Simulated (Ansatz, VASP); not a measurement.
**BeZn3Te4: VASP beside Ansatz**

```xyz
8
Lattice="4.2730 0.0047 -0.0148 0.0047 4.2293 -0.0274 -0.0420 -0.0779 12.1675" Properties=species:S:1:pos:R:3 pbc="T T T"
Be    2.0191    2.0494    6.2115
Zn   -0.2306   -0.0203    8.9831
Zn    0.0621   -0.1220    3.2976
Zn    2.2216    1.9574    0.0670
Te    2.1155   -0.0214    7.3530
Te    0.1022    2.1948    4.6226
Te    2.1473    0.0727    1.3329
Te   -0.0289    2.0845   10.6345
```

Change from the starting cell: cell x1, atoms moved at random (sigma 0.15 Å) and cell strained at random (1.5 %), then relaxed without symmetry.

Alike in both runs: task relaxation of cell and atoms; functional PBE; k mesh 4 × 4 × 1; occupations gaussian, width 0.1 eV; no spin polarisation.

|  | VASP | Ansatz |
| --- | --- | --- |
| version | VASP 6.6.1 | Ansatz 0.2.0 |
| potentials or method | VASP PAW PBE potentials, release 64 (Be, Zn, Te), cutoff 600 eV | scalar-relativistic, plane waves, PAW |
| valence electrons in the cell | 62 | 102 |

Ansatz gave:

| Quantity | Value |
| --- | --- |
| gap on the k mesh at the Fermi level, each at its own relaxed structure (eV) | 1.51 |
| relaxed volume (Å³/atom) | 27.74 |
| relaxed cell length with the largest relative difference (Å) | 4.284 |

Problem. What did VASP give for the same quantities?

Solution. gap on the k mesh at the Fermi level, each at its own relaxed structure (eV): 1.50; relaxed volume (Å³/atom): 27.82; relaxed cell length with the largest relative difference (Å): 4.293.

VASP's potentials hold 62 valence electrons a cell and Ansatz's 102, so a difference there can come from the potentials and not from the codes.

The k mesh is coarse, so the values compare programs but aren't converged. Spin-orbit coupling is off throughout.
